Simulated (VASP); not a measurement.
# ZrSi6 (P6/mmm) in VASP: notebook, part 2 of 3

VASP 6.6.1. Earlier steps stand in the parts before.

## (3) Single point, PBE

This run uses another cell than the first one, of 18.12 Å³/atom, 1.046 times its volume.

INCAR reads:

```
SYSTEM = ZrSi6
ALGO = Normal
EDIFF = 1E-6
ENCUT = 520
GGA = PE
ISIF = 2
ISMEAR = 0
LASPH = .TRUE.
LCHARG = .FALSE.
LREAL = .FALSE.
LWAVE = .FALSE.
NBANDS = 27
NELM = 60
PREC = Accurate
SIGMA = 0.1
```

KPOINTS reads:

```
k-points
0
G
  6 6 4
  0 0 0
```

POSCAR reads:

```
ZrSi6
1.0
    7.0484740728      0.0000000000      0.0000000000
   -3.5242370364      6.1041576050      0.0000000000
    0.0000000000      0.0000000000      2.9475033753
Zr Si
1 6
Direct
    0.0000000000      0.0000000000      0.0000000000
    0.2189903517      0.7810096483      0.0000000000
    0.2189903517      0.4379807033      0.0000000000
    0.5620192967      0.7810096483      0.0000000000
    0.7810096483      0.2189903517      0.0000000000
    0.7810096483      0.5620192967      0.0000000000
    0.4379807033      0.2189903517      0.0000000000
```

Potentials or basis: VASP PAW PBE potentials, release 64 (Zr_sv, Si).

Command:

```sh
$ cat potpaw_PBE.64/Zr_sv/POTCAR potpaw_PBE.64/Si/POTCAR > POTCAR
$ mpirun -np 1 vasp_std > vasp.out
```

OUTCAR:

```text
SYSTEM = ZrSi6
   EDIFF = 1E-6
   ENCUT = 520
   GGA = PE
   ISIF = 2
   ISMEAR = 0
   LASPH = .TRUE.
   LREAL = .FALSE.
   NELM = 60
   PREC = Accurate

 ion  position               nearest neighbor table
   1  0.000  0.000  0.000-   4 2.67   7 2.67   6 2.67   3 2.67   2 2.67   5 2.67
   2  0.219  0.781  0.000-   4 2.42   3 2.42   1 2.67   6 2.67   7 2.67
   3  0.219  0.438  0.000-   2 2.42   4 2.42   7 2.67   1 2.67   5 2.67
   4  0.562  0.781  0.000-   2 2.42   3 2.42   6 2.67   1 2.67   5 2.67
   5  0.781  0.219  0.000-   7 2.42   6 2.42   1 2.67   3 2.67   4 2.67
   6  0.781  0.562  0.000-   5 2.42   7 2.42   4 2.67   1 2.67   2 2.67
   7  0.438  0.219  0.000-   5 2.42   6 2.42   3 2.67   1 2.67   2 2.67

  LATTYP: Found a hexagonal cell.
 ALAT       =     7.0484740728
 C/A-ratio  =     0.4181760967

  Lattice vectors:

 A1 = (   7.0484740728,   0.0000000000,   0.0000000000)
 A2 = (  -3.5242370364,   6.1041576050,   0.0000000000)
 A3 = (   0.0000000000,   0.0000000000,   2.9475033753)

Analysis of symmetry for initial positions (statically):
=====================================================================
 Subroutine PRICEL returns:
 Original cell was already a primitive cell.

 Routine SETGRP: Setting up the symmetry group for a
 hexagonal supercell.

 Subroutine GETGRP returns: Found 24 space group operations
 (whereof 24 operations were pure point group operations)
 out of a pool of 24 trial point group operations.

The static configuration has the point symmetry D_6h.

Analysis of symmetry for dynamics (positions and initial velocities):
=====================================================================
 Subroutine PRICEL returns:
 Original cell was already a primitive cell.

 Routine SETGRP: Setting up the symmetry group for a
 hexagonal supercell.

 Subroutine GETGRP returns: Found 24 space group operations
 (whereof 24 operations were pure point group operations)
 out of a pool of 24 trial point group operations.

The dynamic configuration has the point symmetry D_6h.

 Subroutine INISYM returns: Found 24 space group operations
 (whereof 24 operations are pure point group operations),
 and found     1 'primitive' translations

----------------------------------------------------------------------------------------

                                     Primitive cell

  volume of cell :     126.8163

  direct lattice vectors                    reciprocal lattice vectors
     7.048474073  0.000000000  0.000000000     0.141874679  0.081911384  0.000000000
    -3.524237036  6.104157605  0.000000000     0.000000000  0.163822769  0.000000000
     0.000000000  0.000000000  2.947503375     0.000000000  0.000000000  0.339270180

  length of vectors
     7.048474073  7.048474073  2.947503375     0.163822769  0.163822769  0.339270180

  position of ions in fractional coordinates (direct lattice)
     0.000000000  0.000000000  0.000000000
     0.218990352  0.781009648  0.000000000
     0.218990352  0.437980703  0.000000000
     0.562019297  0.781009648  0.000000000
     0.781009648  0.218990352  0.000000000
     0.781009648  0.562019297  0.000000000
[... 39 lines left out ...]
            Coordinates               Weight
  0.000000  0.000000  0.000000      1.000000
  0.166667  0.000000  0.000000      6.000000
  0.333333 -0.000000  0.000000      6.000000
  0.500000 -0.000000  0.000000      3.000000
  0.166667  0.166667  0.000000      6.000000
  0.333333  0.166667  0.000000     12.000000
[... 13 lines left out ...]
  0.333333  0.166667  0.500000     12.000000
  0.333333  0.333333  0.500000      2.000000
   k-points           NKPTS =     21   k-points in BZ     NKDIM =     21   number of bands    NBANDS=     27
   number of dos      NEDOS =    301   number of ions     NIONS =      7
   total plane-waves  NPLWV =  69984
   dimension x,y,z NGX =    54 NGY =   54 NGZ =   24
   dimension x,y,z NGXF=   108 NGYF=  108 NGZF=   48
   ions per type =               1   6
   NGX,Y,Z   is equivalent  to a cutoff of  12.74, 12.74, 13.54 a.u.
   NGXF,Y,Z  is equivalent  to a cutoff of  25.47, 25.47, 27.07 a.u.
 SYSTEM =  ZrSi6
   PREC   = accura    normal or accurate (medium, high low for compatibility)
   ISTART =      0    job   : 0-new  1-cont  2-samecut
   ICHARG =      2    charge: 1-file 2-atom 10-const
   ISPIN  =      1    spin polarized calculation?
   LNONCOLLINEAR =      F non collinear calculations
   LSORBIT =      F    spin-orbit coupling
   LASPH  =      T    aspherical Exc in radial PAW
   ENCUT  =  520.0 eV  38.22 Ry    6.18 a.u.  13.11 13.11  5.48*2*pi/ulx,y,z
   NELM   =     60;   NELMIN=  2; NELMDL= -5     # of ELM steps
   EDIFF  = 0.1E-05   stopping-criterion for ELM
   LREAL  =      F    real-space projection
   EDIFFG = 0.1E-04   stopping-criterion for IOM
   NSW    =      0    number of steps for IOM
   IBRION =     -1    ionic relax: 0-MD 1-quasi-New 2-CG
   NFREE  =      0    steps in history (QN), initial steepest desc. (CG)
   ISIF   =      2    stress and relaxation
   ISYM   =      2    0-nonsym 1-usesym 2-fastsym
   POTIM  = 0.5000    time-step for ionic-motion
   TEBEG  =    0.0;   TEEND  =   0.0 temperature during run
   PSTRESS=    0.0 pullay stress
   NELECT =      36.0000    total number of electrons
   NUPDOWN=      -1.0000    fix difference up-down
   EMIN   =  10.00;   EMAX   =-10.00  energy-range for DOS
   EFERMI =   0.00;   METHOD = LEGACY
   ISMEAR =     0;   SIGMA  =   0.10  broadening in eV -4-tet -1-fermi 0-gaus
   EFERMI_NEDOS =   21; number of points for ismear=-14 and -15
   IALGO  =     38    algorithm
   IMIX   =      4    mixing-type and parameters
     AMIX     =   0.40;   BMIX     =  1.00
     AMIX_MAG =   1.60;   BMIX_MAG =  1.00
  volume/ion in A,a.u.               =      18.12       122.26
  Fermi-wavevector in a.u.,A,eV,Ry     =   1.075930  2.033213 15.750444  1.157625
  Thomas-Fermi vector in A             =   2.211800
   LORBIT       =      0    0 simple, 1 ext, 2 COOP (PROOUT), +10 PAW based schemes
   GGA     = PE    functional components
   LHFCALC =     F    Hartree Fock is set to
   AEXX    =    0.0000 exact exchange contribution
   IVDW    =     0    specifies the selected vdW correction
   LEPSILON=     F    determine dielectric tensor
   LRPA    =     F    only Hartree local field effects (RPA)
 non-spin polarized calculation
 Gauss-broadening in eV      SIGMA  =   0.10
  energy-cutoff  :      520.00
  volume of cell :      126.82
 maximum number of plane-waves:      3439
 NGX is ok and might be reduce to    54
   NGX = 27   NGY = 27   NGZ = 11

 number of electron      35.9999998 magnetization

 Free energy of the ion-electron system (eV)
  ---------------------------------------------------
  ext. energy  EPLUGINS =         0.00000000
  ---------------------------------------------------
  free energy    TOTEN  =       -37.95743352 eV

  energy without entropy =      -37.93545203  energy(sigma->0) =      -37.94644277

 E-fermi :   7.6253     XC(G=0): -10.4482

 val. band max:        7.5975659247   @ k =   0.1667   0.0000   0.2500
 cond. band min:       7.6268973487   @ k =   0.3333   0.1667   0.5000
 fundamental gap:      0.0293314240
 Fermi energy:         7.6252625830

 k-point     1 :       0.0000    0.0000    0.0000
  band No.  band energies     occupation
      1     -40.8101      2.00000
      2     -18.9879      2.00000
      3     -18.9879      2.00000
      4     -18.4123      2.00000
      5      -4.5361      2.00000
      6      -2.1885      2.00000
[... 619 lines left out ...]
     26      11.4170      0.00000
     27      11.4170      0.00000

------------------------ aborting loop because EDIFF is reached ----------------------------------------

  FORCE on cell =-STRESS in cart. coord.  units (eV):
  Direction    XX          YY          ZZ          XY          YZ          ZX
  --------------------------------------------------------------------------------------
  -------------------------------------------------------------------------------------
  Total        0.1289946      0.1289946     -0.1011911      0.0000000      0.0000000     -0.0000000
  in kB        1.6296968      1.6296968     -1.2784321      0.0000000      0.0000000     -0.0000000
  external PRESSURE =       0.6603205 kB  Pullay stress =       0.0000000 kB

 VOLUME and BASIS-vectors are now :
 -----------------------------------------------------------------------------
  energy-cutoff  :      520.00
  volume of cell :      126.82
      direct lattice vectors                 reciprocal lattice vectors
     7.048474073  0.000000000  0.000000000     0.141874679  0.081911384  0.000000000
    -3.524237036  6.104157605  0.000000000     0.000000000  0.163822769  0.000000000
     0.000000000  0.000000000  2.947503375     0.000000000  0.000000000  0.339270180

 POSITION                                       TOTAL-FORCE (eV/Angst)
 -----------------------------------------------------------------------------------
      0.00000      0.00000      0.00000         0.000000     -0.000000     -0.000000
     -1.20892      4.76741      0.00000         0.004406     -0.002544     -0.000000
      0.00000      2.67350      0.00000         0.000000      0.005088      0.000000
      1.20892      4.76741      0.00000        -0.004406     -0.002544     -0.000000
      4.73315      1.33675      0.00000        -0.004406      0.002544      0.000000
      3.52424      3.43065      0.00000         0.000000     -0.005088     -0.000000
      2.31532      1.33675      0.00000         0.004406      0.002544      0.000000
 -----------------------------------------------------------------------------------
    total drift:                                0.000000      0.000000     -0.000000

  FREE ENERGIE OF THE ION-ELECTRON SYSTEM (eV)
  ---------------------------------------------------
  free  energy   TOTEN  =       -37.9574335237 eV

  energy  without entropy=      -37.9354520252  energy(sigma->0) =      -37.94644277
```

Run time: 92 s. Hardware: 1 thread of Intel Xeon Platinum 8488C (Sapphire Rapids), shared host; peak memory 0.27 GiB.

Results:

```yaml
Free_energy: -37.9574 eV
Pressure: 0.1 GPa
Largest_force: 0.005 eV/Å
Band_gap_on_the_k_mesh: zero (band 18 reaches 9.89 eV, above the bottom of band 19 at 7.03 eV)
```

Forces on the atoms (eV/Å):
```
Zr   0.000  0.000  0.000
Si   0.004 -0.003  0.000
Si   0.000  0.005  0.000
Si  -0.004 -0.003  0.000
Si  -0.004  0.003  0.000
Si   0.000 -0.005  0.000
Si   0.004  0.003  0.000
```

Caveat: the k points lie up to 0.53 Å⁻¹ apart.

## (4) Single point, PBE

This run uses another cell than the first one, of 18.97 Å³/atom, 1.095 times its volume.

INCAR reads:

```
SYSTEM = ZrSi6
PREC = Accurate
ENCUT = 520
EDIFF = 1E-6
ISMEAR = 0
SIGMA = 0.1
LREAL = .False.
LASPH = .True.
NELM = 80
ALGO = Normal
ISIF = 2
LWAVE = .False.
LCHARG = .False.
GGA = PE
NBANDS = 27
```

KPOINTS reads:

```
regular mesh
0
Gamma
  6 6 4
  0 0 0
```

POSCAR reads:

```
ZrSi6
1.0
    5.2515701200      0.0000000000      0.0000000000
   -2.6257850600      4.5479931300      0.0000000000
    0.0000000000      0.0000000000      5.5592269400
Zr Si
1 6
Direct
    0.0000000000      0.0000000000      0.0000000000
    0.2180057000      0.7819943000      0.0000000000
    0.2180057000      0.4360114000      0.0000000000
    0.5639886000      0.7819943000      0.0000000000
    0.7819943000      0.2180057000      0.0000000000
    0.7819943000      0.5639886000      0.0000000000
    0.4360114000      0.2180057000      0.0000000000
```

Potentials or basis: VASP PAW PBE potentials, release 64 (Zr_sv, Si).

Command:

```sh
$ cat potpaw_PBE.64/Zr_sv/POTCAR potpaw_PBE.64/Si/POTCAR > POTCAR
$ mpirun -np 1 vasp_std > vasp.out
```

OUTCAR:

```text
SYSTEM = ZrSi6
   PREC = Accurate
   ENCUT = 520
   EDIFF = 1E-6
   ISMEAR = 0
   LREAL = .False.
   LASPH = .True.
   NELM = 80
   ISIF = 2
   GGA = PE

 ion  position               nearest neighbor table
   1  0.000  0.000  0.000-   3 1.98   6 1.98   4 1.98   5 1.98   2 1.98   7 1.98
   2  0.218  0.782  0.000-   3 1.82   4 1.82   7 1.98   6 1.98   1 1.98   5 2.69   5 2.69
   3  0.218  0.436  0.000-   2 1.82   4 1.82   1 1.98   5 1.98   7 1.98   6 2.69   6 2.69
   4  0.564  0.782  0.000-   3 1.82   2 1.82   5 1.98   1 1.98   6 1.98   7 2.69   7 2.69
   5  0.782  0.218  0.000-   6 1.82   7 1.82   4 1.98   3 1.98   1 1.98   2 2.69   2 2.69
   6  0.782  0.564  0.000-   5 1.82   7 1.82   1 1.98   2 1.98   4 1.98   3 2.69   3 2.69
   7  0.436  0.218  0.000-   6 1.82   5 1.82   2 1.98   1 1.98   3 1.98   4 2.69   4 2.69

  LATTYP: Found a hexagonal cell.
 ALAT       =     5.2515701200
 C/A-ratio  =     1.0585837784

  Lattice vectors:

 A1 = (   5.2515701200,   0.0000000000,   0.0000000000)
 A2 = (  -2.6257850600,   4.5479931300,   0.0000000000)
 A3 = (   0.0000000000,   0.0000000000,   5.5592269400)

Analysis of symmetry for initial positions (statically):
=====================================================================
 Subroutine PRICEL returns:
 Original cell was already a primitive cell.

 Routine SETGRP: Setting up the symmetry group for a
 hexagonal supercell.

 Subroutine GETGRP returns: Found 24 space group operations
 (whereof 24 operations were pure point group operations)
 out of a pool of 24 trial point group operations.

The static configuration has the point symmetry D_6h.

Analysis of symmetry for dynamics (positions and initial velocities):
=====================================================================
 Subroutine PRICEL returns:
 Original cell was already a primitive cell.

[... 135 lines left out ...]
  Fermi-wavevector in a.u.,A,eV,Ry     =   1.059582  2.002319 15.275449  1.122714
  Thomas-Fermi vector in A             =   2.194932
   LORBIT       =      0    0 simple, 1 ext, 2 COOP (PROOUT), +10 PAW based schemes
   GGA     = PE    functional components
   LHFCALC =     F    Hartree Fock is set to
   AEXX    =    0.0000 exact exchange contribution
   IVDW    =     0    specifies the selected vdW correction
   LEPSILON=     F    determine dielectric tensor
   LRPA    =     F    only Hartree local field effects (RPA)
 non-spin polarized calculation
 Gauss-broadening in eV      SIGMA  =   0.10
  energy-cutoff  :      520.00
  volume of cell :      132.78
 maximum number of plane-waves:      3602
 NGX is ok and might be reduce to    40
   NGX = 19   NGY = 19   NGZ = 21

 number of electron      36.0000000 magnetization

 Free energy of the ion-electron system (eV)
  ---------------------------------------------------
  ext. energy  EPLUGINS =         0.00000000
  ---------------------------------------------------
  free energy    TOTEN  =         2.32787751 eV

  energy without entropy =        2.35777416  energy(sigma->0) =        2.34282584

 E-fermi :   6.5384     XC(G=0):  -8.6041

 val. band max:        6.5368372472   @ k =   0.3333   0.1667   0.5000
 cond. band min:       6.6408233132   @ k =   0.1667   0.1667   0.2500
 fundamental gap:      0.1039860660
 Fermi energy:         6.5384334561

 k-point     1 :       0.0000    0.0000    0.0000
  band No.  band energies     occupation
      1     -41.2940      2.00000
      2     -21.4118      2.00000
      3     -21.4118      2.00000
      4     -18.8639      2.00000
      5     -10.2767      2.00000
      6      -5.6768      2.00000
[... 619 lines left out ...]
     26      11.3604      0.00000
     27      11.3604      0.00000

------------------------ aborting loop because EDIFF is reached ----------------------------------------

  FORCE on cell =-STRESS in cart. coord.  units (eV):
  Direction    XX          YY          ZZ          XY          YZ          ZX
  --------------------------------------------------------------------------------------
  -------------------------------------------------------------------------------------
  Total      164.8733207    164.8733204     -1.3887060      0.0000000      0.0000000     -0.0000000
  in kB     1989.4709207   1989.4709175    -16.7570478      0.0000000      0.0000000     -0.0000000
  external PRESSURE =    1320.7282635 kB  Pullay stress =       0.0000000 kB

 VOLUME and BASIS-vectors are now :
 -----------------------------------------------------------------------------
  energy-cutoff  :      520.00
  volume of cell :      132.78
      direct lattice vectors                 reciprocal lattice vectors
     5.251570120  0.000000000  0.000000000     0.190419242  0.109938601  0.000000000
    -2.625785060  4.547993130  0.000000000     0.000000000  0.219877201  0.000000000
     0.000000000  0.000000000  5.559226940     0.000000000  0.000000000  0.179881126

 POSITION                                       TOTAL-FORCE (eV/Angst)
 -----------------------------------------------------------------------------------
      0.00000      0.00000      0.00000        -0.000000      0.000000      0.000000
     -0.90848      3.55650      0.00000        -4.847928      2.798952      0.000000
      0.00000      1.98298      0.00000        -0.000000     -5.597905     -0.000000
      0.90848      3.55650      0.00000         4.847928      2.798952      0.000000
      3.53426      0.99149      0.00000         4.847928     -2.798952     -0.000000
      2.62579      2.56502      0.00000        -0.000000      5.597905      0.000000
      1.71731      0.99149      0.00000        -4.847928     -2.798952     -0.000000
 -----------------------------------------------------------------------------------
    total drift:                               -0.000000     -0.000000     -0.000000

  FREE ENERGIE OF THE ION-ELECTRON SYSTEM (eV)
  ---------------------------------------------------
  free  energy   TOTEN  =         2.3278775128 eV

  energy  without entropy=        2.3577741613  energy(sigma->0) =        2.34282584
```

OSZICAR:

```text
N       E                     dE             d eps       ncg     rms          rms(c)
DAV:   1     0.287543906172E+03    0.28754E+03   -0.16838E+04  1142   0.118E+03
DAV:   2     0.941565352957E+01   -0.27813E+03   -0.26878E+03  1425   0.281E+02
DAV:   3    -0.668307463867E+01   -0.16099E+02   -0.15858E+02  1953   0.599E+01
DAV:   4    -0.739196851746E+01   -0.70889E+00   -0.70591E+00  1628   0.108E+01
DAV:   5    -0.741492856513E+01   -0.22960E-01   -0.22949E-01  1657   0.183E+00    0.653E+01
DAV:   6     0.428674466926E+00    0.78436E+01   -0.93020E+00  1306   0.112E+01    0.393E+01
DAV:   7     0.198203192413E+01    0.15534E+01   -0.19219E+01  1349   0.129E+01    0.309E+00
DAV:   8     0.233168225157E+01    0.34965E+00   -0.29416E+00  1261   0.663E+00    0.160E+00
DAV:   9     0.233416542714E+01    0.24832E-02   -0.98163E-02  1443   0.179E+00    0.108E+00
DAV:  10     0.233181142044E+01   -0.23540E-02   -0.81722E-03  1390   0.490E-01    0.510E-01
DAV:  11     0.232900553137E+01   -0.28059E-02   -0.49998E-03  1294   0.424E-01    0.127E-01
DAV:  12     0.232804860151E+01   -0.95693E-03   -0.13402E-03  1544   0.154E-01    0.808E-02
DAV:  13     0.232796229711E+01   -0.86304E-04   -0.26747E-04  1285   0.896E-02    0.321E-02
DAV:  14     0.232788382447E+01   -0.78473E-04   -0.16291E-04  1263   0.717E-02    0.228E-02
DAV:  15     0.232787817062E+01   -0.56538E-05   -0.26172E-05  1373   0.285E-02    0.665E-03
DAV:  16     0.232787751275E+01   -0.65787E-06   -0.22511E-06  1079   0.709E-03
   1 F= 0.23278775E+01 E0= 0.23428258E+01  d E =-.298966E-01
```

Wall time 88 s (1 thread of Intel Xeon Platinum 8488C (Sapphire Rapids), shared host); peak memory 0.27 GiB.

What came out:

| Quantity | Value |
| --- | --- |
| Free energy | 2.3279 eV |
| Pressure | 132.1 GPa |
| Largest force | 5.598 eV/Å |
| Band gap on the k mesh | zero (band 18 reaches 7.21 eV, above the bottom of band 19 at 5.69 eV) |

Forces in eV/Å, atoms in the order of the input:
```
Zr   0.000  0.000  0.000
Si  -4.848  2.799  0.000
Si   0.000 -5.598  0.000
Si   4.848  2.799  0.000
Si   4.848 -2.799  0.000
Si   0.000  5.598  0.000
Si  -4.848 -2.799  0.000
```

Levels at points of the mesh, in eV from the Fermi level:
```tsv
k point	band 16	band 17	band 18	band 19	band 20	band 21
(0.00, 0.00, 0.00)	-3.14	-2.07	-1.04	-0.84	-0.61	-0.61
(0.50, 0.00, 0.00)	-2.91	-0.63	-0.18	-0.04	0.80	2.00
(0.00, 0.00, 0.50)	-3.13	-2.17	-0.84	-0.75	-0.75	0.17
(0.50, 0.00, 0.50)	-2.91	-0.93	-0.09	0.72	1.27	2.02
```

Caveat: forces of over 1 eV/Å act on the atoms, so gaps and moduli don't describe the material at rest.

[end of part 2 of 3]
